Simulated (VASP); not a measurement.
A run of VASP 6.6.1 is set up as follows.

The input POSCAR:

```
Ir
1.0
    0.0000000000      1.9027432368      1.9027432368
    1.9027432368      0.0000000000      1.9027432368
    1.9027432368      1.9027432368      0.0000000000
Ir
1
Direct
    0.0000000000      0.0000000000      0.0000000000
```

INCAR.step1

```
SYSTEM = Ir
PREC     = Accurate       ! precision mode
ENCUT    = 550            ! plane-wave cutoff, eV
ISMEAR   = -1             ! smearing method
SIGMA    = 0.05           ! smearing width, eV
LREAL    = .False.        ! projectors in reciprocal space
LASPH    = .True.         ! aspherical terms in the spheres
NELM     = 120            ! most SCF steps
NBANDS   = 10             ! bands
GGA      = PE             ! functional
ALGO     = Normal         ! electronic algorithm
EDIFF    = 1E-5           ! SCF threshold, eV
LWAVE    = .True.         ! write WAVECAR
LCHARG   = .False.        ! write CHGCAR
GGA_COMPAT= .False.
```

Contents of INCAR.step2:

```
SYSTEM = Ir
PREC     = Accurate       ! precision mode
ENCUT    = 550            ! plane-wave cutoff, eV
EDIFF    = 1E-6           ! SCF threshold, eV
ISMEAR   = -1             ! smearing method
SIGMA    = 0.05           ! smearing width, eV
LREAL    = .False.        ! projectors in reciprocal space
LASPH    = .True.         ! aspherical terms in the spheres
NELM     = 120            ! most SCF steps
ALGO     = Normal         ! electronic algorithm
ISIF     = 2              ! what is computed and relaxed
LWAVE    = .False.        ! write WAVECAR
LCHARG   = .False.        ! write CHGCAR
METAGGA  = R2SCAN         ! meta-GGA
LMIXTAU  = .True.       
NBANDS   = 10             ! bands
ISTART   = 1            
GGA_COMPAT= .False.
```

Contents of KPOINTS:

```
regular mesh
0
Gamma
  12 12 12
  0 0 0
```

Potentials or basis: VASP PAW PBE potentials, release 64 (Ir).

Launch:

```console
$ cat potpaw_PBE.64/Ir/POTCAR > POTCAR
$ cp INCAR.step1 INCAR
$ mpirun -np 1 vasp_std > vasp.out
$ cp INCAR.step2 INCAR
$ mpirun -np 1 vasp_std > vasp.out
```

Task: What does it give for the band gap on the k mesh?

Result: Zero (an odd number of electrons rules out a gap without spin polarisation).

Task: Estimate the pressure.

Result: 14.9 GPa.

Caveat: the cell stands under pressure; the PAW data sets were made with another functional, which shifts forces and pressure a little; spin-orbit coupling is left out, which moves the levels of the heavy elements.
